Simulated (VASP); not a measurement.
Wanted: the native input for a VASP 6.6.1 run.

| Property | Result |
| --- | --- |
| Task | single point |
| Functional | PBEsol |
| Potentials or basis | VASP PAW PBE potentials, release 64 (Ru_pv, Al) |
| Cutoff | 520 eV |
| k mesh | 6 × 6 × 6 |
| Occupations | methfessel-paxton, width 0.1055 eV |
| Spin | no spin polarisation |
| Dipole correction | no |
| Further INCAR settings | ALGO = Normal; EDIFF = 1e-06; NBANDS = 16 |

The structure of AlRu lies in POSCAR:

```
AlRu
1.0
    3.0300820000      0.0000000000      0.0000000000
    0.0000000000      3.0300820000      0.0000000000
    0.0000000000      0.0000000000      3.0300820000
Ru Al
1 1
Direct
    0.5000000000      0.5000000000      0.5000000000
    0.0000000000      0.0000000000      0.0000000000
```

The input as run:

INCAR

```
SYSTEM = AlRu
PREC = Accurate
ENCUT = 520
EDIFF = 1E-6
ISMEAR = 1
SIGMA = 0.1055
LREAL = .False.
LASPH = .True.
NELM = 100
ALGO = Normal
ISIF = 2
LWAVE = .False.
LCHARG = .False.
GGA = PS
NBANDS = 16
```

KPOINTS

```
regular mesh
0
Gamma
  6 6 6
  0 0 0
```

Potentials or basis: VASP PAW PBE potentials, release 64 (Ru_pv, Al).

Run with:

```bash
$ cat potpaw_PBE.64/Ru_pv/POTCAR potpaw_PBE.64/Al/POTCAR > POTCAR
$ mpirun -np 1 vasp_std > vasp.out
```

It gave:

The pressure is -10.6 GPa.

Caveat: the PAW data sets were made with another functional, which shifts forces and pressure a little.

It took 8.4 s on 1 thread of Intel Xeon 8259CL, with other jobs on the host, peak memory 0.14 GiB.
